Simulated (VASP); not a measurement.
# Zr3S2 (R32) in VASP: a series of runs

Zr3S2 is run at these levels: PBE; tasks: single point.

Everything below comes from runs of VASP 6.6.1. Logs are shortened: lines on timing, memory, paths and dates and some standing lists are left out, and cuts for length are marked.

### 1 The cell of the first run

Symmetry: R32, No. 155, trigonal system. Conventional cell: a = 5.790 Å, b = 5.790 Å, c = 10.441 Å, α = 90.00°, β = 90.00°, γ = 120.00°. Within 3.4 Å of Zr (site symmetry 2) lie 4 S at 2.60 to 2.61 Å and 6 Zr at 3.32 to 3.39 Å. S (site symmetry 3) has 6 Zr at 2.60 to 2.61 Å and 3 S at 3.34 Å within 3.4 Å.

### 2 Single point, PBE

File INCAR:

```
  PREC = Accurate
  ENCUT = 520
  EDIFF = 1E-7
  ISMEAR = 0
  SIGMA = 0.15
  LREAL = F
  LASPH = T
  NELM = 80
  ALGO = Normal
  ISIF = 2
  LWAVE = F
  LCHARG = T
  GGA = PE
  LELF = T
  LVHAR = T
  NBANDS = 32
```

File KPOINTS:

```
Automatic mesh
0
Gamma
  6 6 6
```

File POSCAR:

```
Zr3S2
1.0
    2.8952118356      1.6715513327      3.4803742111
   -2.8952118356      1.6715513327      3.4803742111
    0.0000000000     -3.3431026653      3.4803742111
Zr S
3 2
Direct
    0.1621066362      0.8378933638      0.5000000000
    0.5000000000      0.1621066362      0.8378933638
    0.8378933638      0.5000000000      0.1621066362
    0.3347765466      0.3347765466      0.3347765466
    0.6652234534      0.6652234534      0.6652234534
```

Potentials or basis: VASP PAW PBE potentials, release 64 (Zr_sv, S).

Run with:

```bash
> cat potpaw_PBE.64/Zr_sv/POTCAR potpaw_PBE.64/S/POTCAR > POTCAR
> mpirun -np 1 vasp_std > vasp.out
```

OUTCAR:

```text
PREC = Accurate
   ENCUT = 520
   EDIFF = 1E-7
   ISMEAR = 0
   LREAL = F
   LASPH = T
   NELM = 80
   ISIF = 2
   GGA = PE

 ion  position               nearest neighbor table
   1  0.162  0.838  0.500-   4 2.60   5 2.60   5 2.61   4 2.61   3 3.32   2 3.32   3 3.32   2 3.32
                             3 3.39   2 3.39   2 3.48   3 3.48
   2  0.500  0.162  0.838-   5 2.60   4 2.60   4 2.61   5 2.61   3 3.32   3 3.32   1 3.32   1 3.32
                             1 3.39   3 3.39   1 3.48   3 3.48
   3  0.838  0.500  0.162-   4 2.60   5 2.60   5 2.61   4 2.61   2 3.32   2 3.32   1 3.32   1 3.32
                             1 3.39   2 3.39   1 3.48   2 3.48
   4  0.335  0.335  0.335-   3 2.60   2 2.60   1 2.60   1 2.61   2 2.61   3 2.61
   5  0.665  0.665  0.665-   2 2.60   3 2.60   1 2.60   1 2.61   3 2.61   2 2.61

  LATTYP: Found a trigonal (rhomboedric) cell.
 ALAT       =     4.8259030326
 COS(alpha) =     0.2801640970

  Lattice vectors:

 A1 = (   2.8952118356,   1.6715513327,   3.4803742111)
 A2 = (  -2.8952118356,   1.6715513327,   3.4803742111)
 A3 = (   0.0000000000,  -3.3431026653,   3.4803742111)

Analysis of symmetry for initial positions (statically):
=====================================================================
 Subroutine PRICEL returns:
 Original cell was already a primitive cell.

 Routine SETGRP: Setting up the symmetry group for a
 trigonal (rhombohedral) supercell.

 Subroutine GETGRP returns: Found  6 space group operations
 (whereof  6 operations were pure point group operations)
 out of a pool of 12 trial point group operations.

The static configuration has the point symmetry D_3 .

Analysis of symmetry for dynamics (positions and initial velocities):
=====================================================================
 Subroutine PRICEL returns:
 Original cell was already a primitive cell.

 Routine SETGRP: Setting up the symmetry group for a
 trigonal (rhombohedral) supercell.

 Subroutine GETGRP returns: Found  6 space group operations
 (whereof  6 operations were pure point group operations)
 out of a pool of 12 trial point group operations.

The dynamic configuration has the point symmetry D_3 .

 Subroutine INISYM returns: Found  6 space group operations
 (whereof  6 operations are pure point group operations),
 and found     1 'primitive' translations

----------------------------------------------------------------------------------------

                                     Primitive cell

  volume of cell :     101.0595

  direct lattice vectors                    reciprocal lattice vectors
     2.895211836  1.671551333  3.480374211     0.172698935  0.099707776  0.095775142
    -2.895211836  1.671551333  3.480374211    -0.172698935  0.099707776  0.095775142
     0.000000000 -3.343102665  3.480374211     0.000000000 -0.199415553  0.095775142

  length of vectors
     4.825903033  4.825903033  4.825903033     0.221222604  0.221222604  0.221222604

  position of ions in fractional coordinates (direct lattice)
     0.162106636  0.837893364  0.500000000
     0.500000000  0.162106636  0.837893364
     0.837893364  0.500000000  0.162106636
     0.334776547  0.334776547  0.334776547
     0.665223453  0.665223453  0.665223453

  ion indices of the primitive-cell ions
   primitive index   ion index
                 1           1
                 2           2
                 3           3
                 4           4
                 5           5

----------------------------------------------------------------------------------------

 KPOINTS: Automatic mesh

Automatic generation of k-mesh.
 Grid dimensions read from file:
 generate k-points for:    6    6    6

 Generating k-lattice:

  Cartesian coordinates                     Fractional coordinates (reciprocal lattice)
     0.028783156  0.016617963  0.015962524     0.166666667  0.000000000  0.000000000
    -0.028783156  0.016617963  0.015962524     0.000000000  0.166666667  0.000000000
     0.000000000 -0.033235925  0.015962524     0.000000000  0.000000000  0.166666667

  Length of vectors
     0.036870434  0.036870434  0.036870434

  Shift w.r.t. Gamma in fractional coordinates (k-lattice)
     0.000000000  0.000000000  0.000000000

 Subroutine IBZKPT returns following result:
 ===========================================

 Found     32 irreducible k-points:

 Following reciprocal coordinates:
            Coordinates               Weight
  0.000000  0.000000  0.000000      1.000000
  0.166667  0.000000 -0.000000      6.000000
  0.333333  0.000000 -0.000000      6.000000
  0.500000  0.000000 -0.000000      3.000000
  0.166667  0.166667 -0.000000      6.000000
  0.333333  0.166667 -0.000000     12.000000
[... 16 lines left out ...]
  0.500000  0.500000  0.166667      6.000000
 -0.333333  0.500000  0.166667     12.000000
 [... further k-points ...]
   k-points           NKPTS =     32   k-points in BZ     NKDIM =     32   number of bands    NBANDS=     32
   number of dos      NEDOS =    301   number of ions     NIONS =      5
   total plane-waves  NPLWV =  46656
   dimension x,y,z NGX =    36 NGY =   36 NGZ =   36
   dimension x,y,z NGXF=    72 NGYF=   72 NGZF=   72
   ions per type =               3   2
   NGX,Y,Z   is equivalent  to a cutoff of  12.40, 12.40, 12.40 a.u.
   NGXF,Y,Z  is equivalent  to a cutoff of  24.80, 24.80, 24.80 a.u.
 SYSTEM =  unknown system
   PREC   = accura    normal or accurate (medium, high low for compatibility)
   ISTART =      0    job   : 0-new  1-cont  2-samecut
   ICHARG =      2    charge: 1-file 2-atom 10-const
   ISPIN  =      1    spin polarized calculation?
   LNONCOLLINEAR =      F non collinear calculations
   LSORBIT =      F    spin-orbit coupling
   LASPH  =      T    aspherical Exc in radial PAW
   ENCUT  =  520.0 eV  38.22 Ry    6.18 a.u.   8.97  8.97  8.97*2*pi/ulx,y,z
   NELM   =     80;   NELMIN=  2; NELMDL= -5     # of ELM steps
   EDIFF  = 0.1E-06   stopping-criterion for ELM
   LREAL  =      F    real-space projection
   EDIFFG = 0.1E-05   stopping-criterion for IOM
   NSW    =      0    number of steps for IOM
   IBRION =     -1    ionic relax: 0-MD 1-quasi-New 2-CG
   NFREE  =      0    steps in history (QN), initial steepest desc. (CG)
   ISIF   =      2    stress and relaxation
   ISYM   =      2    0-nonsym 1-usesym 2-fastsym
   POTIM  = 0.5000    time-step for ionic-motion
   TEBEG  =    0.0;   TEEND  =   0.0 temperature during run
   PSTRESS=    0.0 pullay stress
   NELECT =      48.0000    total number of electrons
   NUPDOWN=      -1.0000    fix difference up-down
   EMIN   =  10.00;   EMAX   =-10.00  energy-range for DOS
   EFERMI =   0.00;   METHOD = LEGACY
   ISMEAR =     0;   SIGMA  =   0.15  broadening in eV -4-tet -1-fermi 0-gaus
   EFERMI_NEDOS =   21; number of points for ismear=-14 and -15
   IALGO  =     38    algorithm
   IMIX   =      4    mixing-type and parameters
     AMIX     =   0.40;   BMIX     =  1.00
     AMIX_MAG =   1.60;   BMIX_MAG =  1.00
  volume/ion in A,a.u.               =      20.21       136.40
  Fermi-wavevector in a.u.,A,eV,Ry     =   1.277310  2.413765 22.198173  1.631520
  Thomas-Fermi vector in A             =   2.409916
   LORBIT       =      0    0 simple, 1 ext, 2 COOP (PROOUT), +10 PAW based schemes
   GGA     = PE    functional components
   LHFCALC =     F    Hartree Fock is set to
   AEXX    =    0.0000 exact exchange contribution
   IVDW    =     0    specifies the selected vdW correction
   LEPSILON=     F    determine dielectric tensor
   LRPA    =     F    only Hartree local field effects (RPA)
 non-spin polarized calculation
 Gauss-broadening in eV      SIGMA  =   0.15
  energy-cutoff  :      520.00
  volume of cell :      101.06
 maximum number of plane-waves:      2742
   NGX = 17   NGY = 17   NGZ = 17

 number of electron      47.9999998 magnetization

 Free energy of the ion-electron system (eV)
  ---------------------------------------------------
  ext. energy  EPLUGINS =         0.00000000
  ---------------------------------------------------
  free energy    TOTEN  =       -39.24497315 eV

  energy without entropy =      -39.21819987  energy(sigma->0) =      -39.23158651

 E-fermi :   8.9571     XC(G=0): -10.9423

 val. band max:        8.9352975145   @ k =   0.1667   0.0000  -0.0000
 cond. band min:       8.9662759168   @ k =   0.5000   0.1667   0.1667
 fundamental gap:      0.0309784023
 Fermi energy:         8.9570854245

 k-point     1 :       0.0000    0.0000    0.0000
  band No.  band energies     occupation
      1     -40.1429      2.00000
      2     -40.0622      2.00000
      3     -40.0622      2.00000
      4     -18.3105      2.00000
      5     -18.3105      2.00000
      6     -18.3028      2.00000
[... 24 lines left out ...]
     31      12.2505      0.00000
     32      12.4732      0.00000

 k-point     2 :       0.1667    0.0000   -0.0000
  band No.  band energies     occupation
      1     -40.1370      2.00000
      2     -40.0683      2.00000
      3     -40.0618      2.00000
      4     -18.3655      2.00000
      5     -18.3515      2.00000
      6     -18.3248      2.00000
[... 24 lines left out ...]
     31      12.3572      0.00000
     32      12.6139      0.00000

 k-point     3 :       0.3333    0.0000   -0.0000
  band No.  band energies     occupation
      1     -40.1215      2.00000
      2     -40.0817      2.00000
      3     -40.0638      2.00000
      4     -18.3985      2.00000
      5     -18.3882      2.00000
      6     -18.3270      2.00000
[... 24 lines left out ...]
     31      12.3475      0.00000
     32      12.6052      0.00000

 k-point     4 :       0.5000    0.0000   -0.0000
  band No.  band energies     occupation
      1     -40.1026      2.00000
      2     -40.0995      2.00000
      3     -40.0649      2.00000
      4     -18.4156      2.00000
      5     -18.3947      2.00000
      6     -18.2845      2.00000
[... 24 lines left out ...]
     31      12.4725      0.00000
     32      12.5178      0.00000

 k-point     5 :       0.1667    0.1667   -0.0000
  band No.  band energies     occupation
      1     -40.1353      2.00000
      2     -40.0704      2.00000
      3     -40.0613      2.00000
      4     -18.3999      2.00000
      5     -18.3520      2.00000
      6     -18.3243      2.00000
[... 584 lines left out ...]
     31      11.9597      0.00000
     32      12.3786      0.00000

 k-point    22 :      -0.1667    0.3333    0.1667
  band No.  band energies     occupation
      1     -40.1102      2.00000
      2     -40.0795      2.00000
      3     -40.0770      2.00000
      4     -18.4487      2.00000
      5     -18.3870      2.00000
      6     -18.2939      2.00000
[... 24 lines left out ...]
     31      12.3194      0.00000
     32      12.3834      0.00000

 k-point    23 :       0.5000    0.5000    0.1667
  band No.  band energies     occupation
      1     -40.1065      2.00000
      2     -40.0811      2.00000
      3     -40.0783      2.00000
      4     -18.5098      2.00000
      5     -18.4293      2.00000
      6     -18.2997      2.00000
[... 24 lines left out ...]
     31      11.9818      0.00000
     32      12.2096      0.00000

 k-point    24 :      -0.3333    0.5000    0.1667
  band No.  band energies     occupation
      1     -40.0941      2.00000
      2     -40.0878      2.00000
      3     -40.0842      2.00000
      4     -18.4922      2.00000
      5     -18.4200      2.00000
      6     -18.2984      2.00000
[... 24 lines left out ...]
     31      11.9800      0.00000
     32      12.3632      0.00000

 [... further k-points ...]
[... 5 lines left out ...]
  --------------------------------------------------------------------------------------
  -------------------------------------------------------------------------------------
  Total       -0.0171639     -0.0171639      0.0542751      0.0000000      0.0000000      0.0000000
  in kB       -0.2721133     -0.2721133      0.8604657      0.0000000      0.0000000      0.0000000
  external PRESSURE =       0.1054130 kB  Pullay stress =       0.0000000 kB

 VOLUME and BASIS-vectors are now :
 -----------------------------------------------------------------------------
  energy-cutoff  :      520.00
  volume of cell :      101.06
      direct lattice vectors                 reciprocal lattice vectors
     2.895211836  1.671551333  3.480374211     0.172698935  0.099707776  0.095775142
    -2.895211836  1.671551333  3.480374211    -0.172698935  0.099707776  0.095775142
     0.000000000 -3.343102665  3.480374211     0.000000000 -0.199415553  0.095775142

 POSITION                                       TOTAL-FORCE (eV/Angst)
 -----------------------------------------------------------------------------------
     -1.95655      0.00000      5.22056        -0.013254     -0.000000      0.000000
      0.97827     -1.69442      5.22056         0.006627     -0.011478      0.000000
      0.97827      1.69442      5.22056         0.006627      0.011478      0.000000
      0.00000      0.00000      3.49544         0.000000      0.000000      0.004607
      0.00000      0.00000      6.94568         0.000000     -0.000000     -0.004607
 -----------------------------------------------------------------------------------
    total drift:                               -0.000000     -0.000000      0.000000

  FREE ENERGIE OF THE ION-ELECTRON SYSTEM (eV)
  ---------------------------------------------------
  free  energy   TOTEN  =       -39.2449731479 eV

  energy  without entropy=      -39.2181998748  energy(sigma->0) =      -39.23158651
```

Run time: 100 s. Hardware: 1 thread of Intel Xeon Platinum 8488C (Sapphire Rapids), shared host; peak memory 0.24 GiB.

What came out:

| Quantity | Value |
| --- | --- |
| Free energy | -39.2450 eV |
| Pressure | 0.0 GPa |
| Largest force | 0.013 eV/Å |
| Band gap on the k mesh | zero (band 24 reaches 9.08 eV, above the bottom of band 25 at 8.83 eV) |

Forces on the atoms (eV/Å):
```
Zr  -0.013  0.000  0.000
Zr   0.007 -0.011  0.000
Zr   0.007  0.011  0.000
S    0.000  0.000  0.005
S    0.000  0.000 -0.005
```

Stress tensor (GPa, compression positive):
```
-0.03  0.00  0.00
 0.00 -0.03  0.00
 0.00  0.00  0.09
```

### 3 Single point, PBE

File INCAR:

```
SYSTEM = Zr3S2
PREC = Accurate
ENCUT = 520
EDIFF = 1E-6
ISMEAR = 0
SIGMA = 0.1
LREAL = .FALSE.
LASPH = .TRUE.
NELM = 60
ALGO = Normal
ISIF = 2
LWAVE = .FALSE.
LCHARG = .FALSE.
GGA = PE
NBANDS = 32
```

File KPOINTS:

```
regular mesh
0
G
  12 12 12
  0 0 0
```

POSCAR is that of step 2.

Potentials or basis: VASP PAW PBE potentials, release 64 (Zr_sv, S).

Run with:

```bash
> cat potpaw_PBE.64/Zr_sv/POTCAR potpaw_PBE.64/S/POTCAR > POTCAR
> mpirun -np 1 vasp_std > vasp.out
```

OUTCAR:

```text
SYSTEM = Zr3S2
   PREC = Accurate
   ENCUT = 520
   EDIFF = 1E-6
   ISMEAR = 0
   LREAL = .FALSE.
   LASPH = .TRUE.
   NELM = 60
   ISIF = 2
   GGA = PE

 ion  position               nearest neighbor table
   1  0.162  0.838  0.500-   4 2.60   5 2.60   5 2.61   4 2.61   3 3.32   2 3.32   3 3.32   2 3.32
                             3 3.39   2 3.39   2 3.48   3 3.48
   2  0.500  0.162  0.838-   5 2.60   4 2.60   4 2.61   5 2.61   3 3.32   3 3.32   1 3.32   1 3.32
                             1 3.39   3 3.39   1 3.48   3 3.48
   3  0.838  0.500  0.162-   4 2.60   5 2.60   5 2.61   4 2.61   2 3.32   2 3.32   1 3.32   1 3.32
[... 1048 lines left out ...]
  -------------------------------------------------------------------------------------
  Total        0.0003995      0.0003995      0.0254038      0.0000000      0.0000000      0.0000000
  in kB        0.0063334      0.0063334      0.4027470      0.0000000      0.0000000      0.0000000
  external PRESSURE =       0.1384713 kB  Pullay stress =       0.0000000 kB

 VOLUME and BASIS-vectors are now :
 -----------------------------------------------------------------------------
  energy-cutoff  :      520.00
  volume of cell :      101.06
      direct lattice vectors                 reciprocal lattice vectors
     2.895211836  1.671551333  3.480374211     0.172698935  0.099707776  0.095775142
    -2.895211836  1.671551333  3.480374211    -0.172698935  0.099707776  0.095775142
     0.000000000 -3.343102665  3.480374211     0.000000000 -0.199415553  0.095775142

 POSITION                                       TOTAL-FORCE (eV/Angst)
 -----------------------------------------------------------------------------------
     -1.95655      0.00000      5.22056        -0.004363     -0.000000      0.000000
      0.97827     -1.69442      5.22056         0.002181     -0.003778      0.000000
      0.97827      1.69442      5.22056         0.002181      0.003778      0.000000
      0.00000      0.00000      3.49544         0.000000      0.000000      0.003593
      0.00000      0.00000      6.94568         0.000000     -0.000000     -0.003593
 -----------------------------------------------------------------------------------
    total drift:                               -0.000000     -0.000000      0.000000

  FREE ENERGIE OF THE ION-ELECTRON SYSTEM (eV)
  ---------------------------------------------------
  free  energy   TOTEN  =       -39.2375692799 eV

  energy  without entropy=      -39.2256918325  energy(sigma->0) =      -39.23163056
```

stdout:

```text
POSCAR found type information on POSCAR ZrS
 POSCAR found :  2 types and       5 ions
 scaLAPACK will be used
 LDA part: xc-table for (Slater+PW92), standard interpolation
 POSCAR, INCAR and KPOINTS ok, starting setup
 FFT: planning ... GRIDC
 FFT: planning ... GRID_SOFT
 FFT: planning ... GRID
 WAVECAR not read
 entering main loop
```

It took 7.6 min on 1 thread of Intel Xeon Platinum 8488C (Sapphire Rapids), shared host; peak memory 0.54 GiB.

What came out:

- Free energy: -39.2376 eV
- Pressure: 0.0 GPa
- Largest force: 0.004 eV/Å
- Band gap on the k mesh: zero (band 24 reaches 9.16 eV, above the bottom of band 25 at 8.83 eV)

Forces in eV/Å, atoms in the order of the input:
```
Zr  -0.004  0.000  0.000
Zr   0.002 -0.004  0.000
Zr   0.002  0.004  0.000
S    0.000  0.000  0.004
S    0.000  0.000 -0.004
```

Levels at points of the mesh, in eV from the Fermi level:
| k point | band 20 | band 21 | band 22 | band 23 | band 24 | band 25 | band 26 | band 27 | band 28 | band 29 |
| --- | --- | --- | --- | --- | --- | --- | --- | --- | --- | --- |
| (0.00, 0.00, 0.00) | -4.09 | -2.60 | -1.83 | 0.11 | 0.11 | 0.70 | 0.70 | 2.02 | 2.77 | 2.77 |
| (0.50, 0.00, 0.00) | -3.70 | -1.20 | -1.12 | -0.85 | -0.66 | -0.12 | 1.03 | 1.78 | 1.81 | 2.50 |
| (0.50, 0.50, 0.00) | -3.75 | -1.88 | -1.21 | -0.82 | -0.28 | -0.03 | 0.92 | 1.92 | 2.03 | 2.16 |
| (0.50, 0.50, 0.50) | -4.34 | -0.78 | -0.38 | -0.17 | -0.17 | 0.34 | 0.34 | 1.08 | 1.08 | 2.22 |

### 4 Single point, PBE

INCAR is that of step 3.

KPOINTS is that of step 3.

File POSCAR:

```
Zr3S2
1.0
    2.8952118352      1.6715513324      3.4803742106
   -2.8952118352      1.6715513324      3.4803742106
    0.0000000000     -3.3431026648      3.4803742107
Zr S
3 2
Direct
    0.1621066357      0.8378933643      0.5000000000
    0.5000000000      0.1621066357      0.8378933643
    0.8378933643      0.5000000000      0.1621066357
    0.3347765468      0.3347765468      0.3347765468
    0.6652234532      0.6652234532      0.6652234532
```

Run with:

```bash
> cat potpaw_PBE.64/Zr_sv/POTCAR potpaw_PBE.64/S/POTCAR > POTCAR
> mpirun -np 1 vasp_std > vasp.out
```

Wall time 11 min (1 thread of Oxide Virtual Turin-like, shared host); peak memory 0.51 GiB.

Results (log left out):

- Free energy: -39.2376 eV
- Pressure: 0.0 GPa
- Largest force: 0.004 eV/Å
- Band gap on the k mesh: zero (band 24 reaches 9.16 eV, above the bottom of band 25 at 8.83 eV)

Forces on the atoms (eV/Å):
```
Zr  -0.004  0.000  0.000
Zr   0.002 -0.004  0.000
Zr   0.002  0.004  0.000
S    0.000  0.000  0.004
S    0.000  0.000 -0.004
```

Levels at points of the mesh, in eV from the Fermi level:
| k point | band 22 | band 23 | band 24 | band 25 | band 26 | band 27 |
| --- | --- | --- | --- | --- | --- | --- |
| (0.00, 0.00, 0.00) | -1.83 | 0.11 | 0.11 | 0.70 | 0.70 | 2.02 |
| (0.50, 0.00, 0.00) | -1.12 | -0.85 | -0.66 | -0.12 | 1.03 | 1.78 |
| (0.50, 0.50, 0.00) | -1.21 | -0.82 | -0.28 | -0.03 | 0.92 | 1.92 |
| (0.50, 0.50, 0.50) | -0.38 | -0.17 | -0.17 | 0.34 | 0.34 | 1.08 |

(Part 1 of 2 ends here.)
